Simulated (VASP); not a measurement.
**Ta: relaxation of cell and atoms with PBE**

Ta:

```
Ta
1.0
     1.46112    0.84358    7.57334
    -1.46112    0.84358    7.57334
     0.00000   -1.68716    7.57334
Ta
3
Direct
  0.00000 0.00000 0.00000
  0.22221 0.22221 0.22221
  0.77779 0.77779 0.77779
```

* Program: VASP 6.6.1
* Task: relaxation of cell and atoms
* Functional: PBE
* Potentials or basis: VASP PAW PBE potentials, release 64 (Ta_pv)
* Cutoff: 500 eV
* k mesh: 18 × 18 × 18
* Occupations: gaussian, width 0.1 eV
* Spin: no spin polarisation
* Dipole correction: no
* Further INCAR settings: ALGO = Normal; EDIFF = 1e-07; IBRION = 2; EDIFFG = -0.01; NSW = 100; ISIF = 3

```
Relaxed volume                        : 18.78 Å³/atom
Relaxed cell                          : a = 7.851 Å, b = 7.851 Å, c = 7.851 Å, α = 21.38°, β = 21.38°, γ = 21.38°
Space group after relaxing (to 0.1 Å) : R-3m (No. 166)
Energy gained by relaxing             : 1.6 meV/atom
Ionic steps                           : 5
Pressure after relaxing               : 0.0 GPa
Largest force after relaxing          : 0.008 eV/Å
Band gap on the k mesh                : zero (an odd number of electrons rules out a gap without spin polarisation)
```

Forces on the atoms (eV/Å):
```
Ta   0.000  0.000  0.000
Ta   0.000  0.000  0.008
Ta   0.000  0.000 -0.008
```

The path:
```csv
step,energy change (eV),largest force (eV/Å),pressure (GPa),volume (Å³)
1,0.0000,0.0028,1.03,56.01
2,0.0001,0.0049,-2.20,56.98
3,-0.0028,0.0010,-0.60,56.49
4,-0.0048,0.0088,0.00,56.32
5,-0.0048,0.0083,-0.04,56.33
```

Final structure:
```cif
data_structure
_symmetry_space_group_name_H-M 'P 1'
_symmetry_Int_Tables_number 1
_cell_length_a 7.8506
_cell_length_b 7.8506
_cell_length_c 7.8506
_cell_angle_alpha 21.379
_cell_angle_beta 21.379
_cell_angle_gamma 21.379
_cell_volume 56.33
loop_
_atom_site_label
_atom_site_type_symbol
_atom_site_fract_x
_atom_site_fract_y
_atom_site_fract_z
_atom_site_occupancy
Ta1 Ta 0.00000 0.00000 0.00000 1
Ta2 Ta 0.22220 0.22220 0.22220 1
Ta3 Ta 0.77780 0.77780 0.77780 1
```

Levels at points of the mesh, in eV from the Fermi level:
| k point | band 14 | band 15 | band 16 | band 17 | band 18 | band 19 |
| --- | --- | --- | --- | --- | --- | --- |
| (0.00, 0.00, 0.00) | -0.91 | -0.36 | 0.54 | 0.54 | 0.71 | 0.71 |
| (0.50, 0.00, 0.00) | -2.70 | -0.67 | -0.23 | 0.80 | 0.83 | 2.08 |
| (0.50, 0.50, 0.00) | -1.77 | -1.45 | 0.26 | 0.65 | 1.62 | 1.62 |
| (0.50, 0.50, 0.50) | -0.81 | 0.05 | 0.53 | 0.53 | 0.79 | 0.79 |

Run time: 2.2 h on 1 thread of Intel(R) Xeon(R) Platinum 8488C (Sapphire Rapids), with other jobs on the host, peak memory 0.92 GiB.

Caveat: spin-orbit coupling is left out, which moves the levels of the heavy elements.
